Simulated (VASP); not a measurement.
# Hf2O (antifluorite type) (Fm-3m) in VASP: single point with PBE

Aim: the single point of Hf2O (antifluorite type) with PBE.

All numbers are computed with VASP 6.6.1; they aren't measurements. Logs are shortened: lines on timing, memory, paths and dates and some standing lists are left out, and cuts for length are marked.

## Step 1: The cell of the first run

It takes space group Fm-3m (No. 225, cubic). The conventional cell has a = 5.676 Å, b = 5.676 Å, c = 5.676 Å, α = 90.00°, β = 90.00°, γ = 90.00°. Within 3.2 Å of Hf (site symmetry -43m) lie 4 O at 2.46 Å and 6 Hf at 2.84 Å. O (site symmetry m-3m) has 8 Hf at 2.46 Å within 3.2 Å.

## Step 2: Single point, PBE

INCAR reads:

```
SYSTEM = Hf2O
PREC = Accurate ; ENCUT = 520
EDIFF = 1E-6 ; ISMEAR = -1
SIGMA = 0.06122561905347299 ; LREAL = .False.
LASPH = .True. ; NELM = 80
ALGO = Normal ; ISIF = 2
LWAVE = .False. ; LCHARG = .False.
GGA = PE ; NBANDS = 20
```

KPOINTS reads:

```
regular mesh
0
Gamma
  32 32 32
  0 0 0
```

POSCAR reads:

```
Hf2O
1.0
    0.0000000000      2.8382104559      2.8382104559
    2.8382104559      0.0000000000      2.8382104559
    2.8382104559      2.8382104559      0.0000000000
Hf O
2 1
Direct
    0.2500000000      0.2500000000      0.2500000000
    0.7500000000      0.7500000000      0.7500000000
    0.0000000000      0.0000000000      0.0000000000
```

Potentials or basis: VASP PAW PBE potentials, release 64 (Hf_pv, O).

On the command line:

```sh
$ cat potpaw_PBE.64/Hf_pv/POTCAR potpaw_PBE.64/O/POTCAR > POTCAR
$ mpirun -np 1 vasp_std > vasp.out
```

OUTCAR:

```text
SYSTEM = Hf2O
   PREC = Accurate
   ENCUT = 520
   EDIFF = 1E-6
   ISMEAR = -1
   LREAL = .False.
   LASPH = .True.
   NELM = 80
   ISIF = 2
   GGA = PE

 ion  position               nearest neighbor table
   1  0.250  0.250  0.250-   3 2.46   3 2.46   3 2.46   3 2.46   2 2.84   2 2.84   2 2.84   2 2.84
                             2 2.84   2 2.84
   2  0.750  0.750  0.750-   3 2.46   3 2.46   3 2.46   3 2.46   1 2.84   1 2.84   1 2.84   1 2.84
                             1 2.84   1 2.84
   3  0.000  0.000  0.000-   2 2.46   2 2.46   2 2.46   1 2.46   1 2.46   1 2.46   2 2.46   1 2.46

  LATTYP: Found a face centered cubic cell.
 ALAT       =     5.6764209118

  Lattice vectors:

 A1 = (   0.0000000000,   2.8382104559,   2.8382104559)
 A2 = (   2.8382104559,   0.0000000000,   2.8382104559)
 A3 = (   2.8382104559,   2.8382104559,   0.0000000000)

Analysis of symmetry for initial positions (statically):
=====================================================================
 Subroutine PRICEL returns:
 Original cell was already a primitive cell.

 Routine SETGRP: Setting up the symmetry group for a
 face centered cubic supercell.

 Subroutine GETGRP returns: Found 48 space group operations
 (whereof 48 operations were pure point group operations)
 out of a pool of 48 trial point group operations.

The static configuration has the point symmetry O_h .

Analysis of symmetry for dynamics (positions and initial velocities):
=====================================================================
 Subroutine PRICEL returns:
 Original cell was already a primitive cell.

 Routine SETGRP: Setting up the symmetry group for a
 face centered cubic supercell.

 Subroutine GETGRP returns: Found 48 space group operations
 (whereof 48 operations were pure point group operations)
 out of a pool of 48 trial point group operations.

The dynamic configuration has the point symmetry O_h .

 Subroutine INISYM returns: Found 48 space group operations
 (whereof 48 operations are pure point group operations),
 and found     1 'primitive' translations

----------------------------------------------------------------------------------------

                                     Primitive cell

  volume of cell :      45.7261

  direct lattice vectors                    reciprocal lattice vectors
     0.000000000  2.838210456  2.838210456    -0.176167345  0.176167345  0.176167345
     2.838210456  0.000000000  2.838210456     0.176167345 -0.176167345  0.176167345
     2.838210456  2.838210456  0.000000000     0.176167345  0.176167345 -0.176167345

  length of vectors
     4.013835720  4.013835720  4.013835720     0.305130792  0.305130792  0.305130792

  position of ions in fractional coordinates (direct lattice)
     0.250000000  0.250000000  0.250000000
     0.750000000  0.750000000  0.750000000
     0.000000000  0.000000000  0.000000000

  ion indices of the primitive-cell ions
   primitive index   ion index
                 1           1
                 2           2
                 3           3

----------------------------------------------------------------------------------------

 KPOINTS: regular mesh

Automatic generation of k-mesh.
 Grid dimensions read from file:
 generate k-points for:   32   32   32

 Generating k-lattice:

  Cartesian coordinates                     Fractional coordinates (reciprocal lattice)
    -0.005505230  0.005505230  0.005505230     0.031250000  0.000000000  0.000000000
     0.005505230 -0.005505230  0.005505230     0.000000000  0.031250000  0.000000000
     0.005505230  0.005505230 -0.005505230     0.000000000  0.000000000  0.031250000

  Length of vectors
     0.009535337  0.009535337  0.009535337

  Shift w.r.t. Gamma in fractional coordinates (k-lattice)
     0.000000000  0.000000000  0.000000000

 Subroutine IBZKPT returns following result:
 ===========================================

 Found    897 irreducible k-points:

 Following reciprocal coordinates:
            Coordinates               Weight
  0.000000  0.000000  0.000000      1.000000
  0.031250  0.000000  0.000000      8.000000
  0.062500  0.000000  0.000000      8.000000
  0.093750  0.000000  0.000000      8.000000
  0.125000  0.000000  0.000000      8.000000
  0.156250  0.000000  0.000000      8.000000
[... 16 lines left out ...]
  0.187500  0.031250  0.000000     24.000000
  0.218750  0.031250  0.000000     24.000000
 [... further k-points ...]
   k-points           NKPTS =    897   k-points in BZ     NKDIM =    897   number of bands    NBANDS=     20
   number of dos      NEDOS =    301   number of ions     NIONS =      3
   total plane-waves  NPLWV =  27000
   dimension x,y,z NGX =    30 NGY =   30 NGZ =   30
   dimension x,y,z NGXF=    60 NGYF=   60 NGZF=   60
   ions per type =               2   1
   NGX,Y,Z   is equivalent  to a cutoff of  12.43, 12.43, 12.43 a.u.
   NGXF,Y,Z  is equivalent  to a cutoff of  24.85, 24.85, 24.85 a.u.
 SYSTEM =  Hf2O
   PREC   = accura    normal or accurate (medium, high low for compatibility)
   ISTART =      0    job   : 0-new  1-cont  2-samecut
   ICHARG =      2    charge: 1-file 2-atom 10-const
   ISPIN  =      1    spin polarized calculation?
   LNONCOLLINEAR =      F non collinear calculations
   LSORBIT =      F    spin-orbit coupling
   LASPH  =      T    aspherical Exc in radial PAW
   ENCUT  =  520.0 eV  38.22 Ry    6.18 a.u.   7.46  7.46  7.46*2*pi/ulx,y,z
   NELM   =     80;   NELMIN=  2; NELMDL= -5     # of ELM steps
   EDIFF  = 0.1E-05   stopping-criterion for ELM
   LREAL  =      F    real-space projection
   EDIFFG = 0.1E-04   stopping-criterion for IOM
   NSW    =      0    number of steps for IOM
   IBRION =     -1    ionic relax: 0-MD 1-quasi-New 2-CG
   NFREE  =      0    steps in history (QN), initial steepest desc. (CG)
   ISIF   =      2    stress and relaxation
   ISYM   =      2    0-nonsym 1-usesym 2-fastsym
   POTIM  = 0.5000    time-step for ionic-motion
   TEBEG  =    0.0;   TEEND  =   0.0 temperature during run
   PSTRESS=    0.0 pullay stress
   NELECT =      26.0000    total number of electrons
   NUPDOWN=      -1.0000    fix difference up-down
   EMIN   =  10.00;   EMAX   =-10.00  energy-range for DOS
   EFERMI =   0.00;   METHOD = LEGACY
   ISMEAR =    -1;   SIGMA  =   0.06  broadening in eV -4-tet -1-fermi 0-gaus
   EFERMI_NEDOS =   21; number of points for ismear=-14 and -15
   IALGO  =     38    algorithm
   IMIX   =      4    mixing-type and parameters
     AMIX     =   0.40;   BMIX     =  1.00
     AMIX_MAG =   1.60;   BMIX_MAG =  1.00
  volume/ion in A,a.u.               =      15.24       102.86
  Fermi-wavevector in a.u.,A,eV,Ry     =   1.356265  2.562970 25.027316  1.839456
  Thomas-Fermi vector in A             =   2.483283
   LORBIT       =      0    0 simple, 1 ext, 2 COOP (PROOUT), +10 PAW based schemes
   GGA     = PE    functional components
   LHFCALC =     F    Hartree Fock is set to
   AEXX    =    0.0000 exact exchange contribution
   IVDW    =     0    specifies the selected vdW correction
   LEPSILON=     F    determine dielectric tensor
   LRPA    =     F    only Hartree local field effects (RPA)
 non-spin polarized calculation
  energy-cutoff  :      520.00
  volume of cell :       45.73
 maximum number of plane-waves:      1254
 NGX is ok and might be reduce to    30
   NGX = 15   NGY = 15   NGZ = 15

 number of electron      26.0000007 magnetization

 Free energy of the ion-electron system (eV)
  ---------------------------------------------------
  ext. energy  EPLUGINS =         0.00000000
  ---------------------------------------------------
  free energy    TOTEN  =       -26.24854347 eV

  energy without entropy =      -26.22770753  energy(sigma->0) =      -26.23812550

 E-fermi :   6.4557     XC(G=0): -11.9349

 val. band max:        6.4552567678   @ k =  -0.4375   0.1562   0.0625
 cond. band min:       6.4591989941   @ k =  -0.3438   0.2812   0.0625
 fundamental gap:      0.0039422262
 Fermi energy:         6.4556688125

 k-point     1 :       0.0000    0.0000    0.0000
  band No.  band energies     occupation
      1     -24.7950      2.00000
      2     -24.7950      2.00000
      3     -24.7950      2.00000
      4     -23.9364      2.00000
      5     -23.9364      2.00000
      6     -23.9364      2.00000
[... 12 lines left out ...]
     19      12.6078      0.00000
     20      15.5759      0.00000

 k-point     2 :       0.0312    0.0000    0.0000
  band No.  band energies     occupation
      1     -24.7938      2.00000
      2     -24.7933      2.00000
      3     -24.7933      2.00000
      4     -23.9401      2.00000
      5     -23.9388      2.00000
      6     -23.9388      2.00000
[... 12 lines left out ...]
     19      12.6148      0.00000
     20      15.2166      0.00000

 k-point     3 :       0.0625    0.0000    0.0000
  band No.  band energies     occupation
      1     -24.7903      2.00000
      2     -24.7880      2.00000
      3     -24.7880      2.00000
      4     -23.9510      2.00000
      5     -23.9460      2.00000
      6     -23.9460      2.00000
[... 12 lines left out ...]
     19      12.6307      0.00000
     20      14.6769      0.00000

 k-point     4 :       0.0938    0.0000    0.0000
  band No.  band energies     occupation
      1     -24.7843      2.00000
      2     -24.7792      2.00000
      3     -24.7792      2.00000
      4     -23.9689      2.00000
      5     -23.9578      2.00000
      6     -23.9578      2.00000
[... 12 lines left out ...]
     19      12.6419      0.00000
     20      14.1230      0.00000

 k-point     5 :       0.1250    0.0000    0.0000
  band No.  band energies     occupation
      1     -24.7760      2.00000
      2     -24.7670      2.00000
      3     -24.7670      2.00000
      4     -23.9932      2.00000
      5     -23.9742      2.00000
      6     -23.9742      2.00000
[... 12 lines left out ...]
     19      12.6261      0.00000
     20      13.5711      0.00000

 k-point     6 :       0.1562    0.0000    0.0000
  band No.  band energies     occupation
      1     -24.7654      2.00000
      2     -24.7514      2.00000
      3     -24.7514      2.00000
      4     -24.0232      2.00000
      5     -23.9948      2.00000
      6     -23.9948      2.00000
[... 12 lines left out ...]
     19      12.5506      0.00000
     20      13.0261      0.00000

 k-point     7 :       0.1875    0.0000    0.0000
  band No.  band energies     occupation
      1     -24.7525      2.00000
      2     -24.7326      2.00000
      3     -24.7326      2.00000
      4     -24.0581      2.00000
      5     -24.0195      2.00000
      6     -24.0195      2.00000
[... 12 lines left out ...]
     19      12.3687      0.00000
     20      12.4905      0.00000
[... 277 lines left out ...]
 k-point    20 :       0.0938    0.0312    0.0000
  band No.  band energies     occupation
      1     -24.7947      2.00000
      2     -24.7930      2.00000
      3     -24.7599      2.00000
      4     -23.9880      2.00000
      5     -23.9455      2.00000
      6     -23.9426      2.00000
[... 12 lines left out ...]
     19      12.6406      0.00000
     20      13.8161      0.00000

 k-point    21 :       0.1250    0.0312    0.0000
  band No.  band energies     occupation
      1     -24.7896      2.00000
      2     -24.7858      2.00000
      3     -24.7426      2.00000
      4     -24.0150      2.00000
      5     -23.9594      2.00000
      6     -23.9534      2.00000
[... 12 lines left out ...]
     19      12.6412      0.00000
     20      13.2804      0.00000

 k-point    22 :       0.1562    0.0312    0.0000
  band No.  band energies     occupation
      1     -24.7819      2.00000
      2     -24.7750      2.00000
      3     -24.7223      2.00000
      4     -24.0468      2.00000
      5     -23.9785      2.00000
      6     -23.9687      2.00000
[... 12 lines left out ...]
     19      12.5973      0.00000
     20      12.7546      0.00000

 k-point    23 :       0.1875    0.0312    0.0000
  band No.  band energies     occupation
      1     -24.7717      2.00000
      2     -24.7608      2.00000
      3     -24.6992      2.00000
      4     -24.0828      2.00000
      5     -24.0025      2.00000
      6     -23.9883      2.00000
[... 12 lines left out ...]
     19      12.2676      0.00000
     20      12.4844      0.00000

 k-point    24 :       0.2188    0.0312    0.0000
  band No.  band energies     occupation
      1     -24.7589      2.00000
      2     -24.7432      2.00000
      3     -24.6734      2.00000
      4     -24.1223      2.00000
      5     -24.0307      2.00000
      6     -24.0119      2.00000
[... 12 lines left out ...]
     19      12.0243      0.00000
     20      12.2521      0.00000

 [... further k-points ...]
[... 5 lines left out ...]
  --------------------------------------------------------------------------------------
  -------------------------------------------------------------------------------------
  Total        1.9322423      1.9322423      1.9322423      0.0000000      0.0000000      0.0000000
  in kB       67.7030734     67.7030734     67.7030734      0.0000000      0.0000000      0.0000000
  external PRESSURE =      67.7030734 kB  Pullay stress =       0.0000000 kB

 VOLUME and BASIS-vectors are now :
 -----------------------------------------------------------------------------
  energy-cutoff  :      520.00
  volume of cell :       45.73
      direct lattice vectors                 reciprocal lattice vectors
     0.000000000  2.838210456  2.838210456    -0.176167345  0.176167345  0.176167345
     2.838210456  0.000000000  2.838210456     0.176167345 -0.176167345  0.176167345
     2.838210456  2.838210456  0.000000000     0.176167345  0.176167345 -0.176167345

 POSITION                                       TOTAL-FORCE (eV/Angst)
 -----------------------------------------------------------------------------------
      1.41911      1.41911      1.41911        -0.000000     -0.000000      0.000000
      4.25732      4.25732      4.25732         0.000000      0.000000     -0.000000
      0.00000      0.00000      0.00000         0.000000      0.000000     -0.000000
 -----------------------------------------------------------------------------------
    total drift:                               -0.000000     -0.000000      0.000000

  FREE ENERGIE OF THE ION-ELECTRON SYSTEM (eV)
  ---------------------------------------------------
  free  energy   TOTEN  =       -26.2485434713 eV

  energy  without entropy=      -26.2277075300  energy(sigma->0) =      -26.23812550
```

Run time: 7.2 min. Hardware: 1 thread of Intel Xeon Platinum 8488C (Sapphire Rapids), shared host; peak memory 0.77 GiB.

Results:

```yaml
Free_energy: -26.2485 eV
Pressure: 6.8 GPa
Band_gap_on_the_k_mesh: zero (bands 13 and 14 overlap by 1.02 eV)
```

Caveat: the cell stands under pressure; spin-orbit coupling is left out, which moves the levels of the heavy elements.
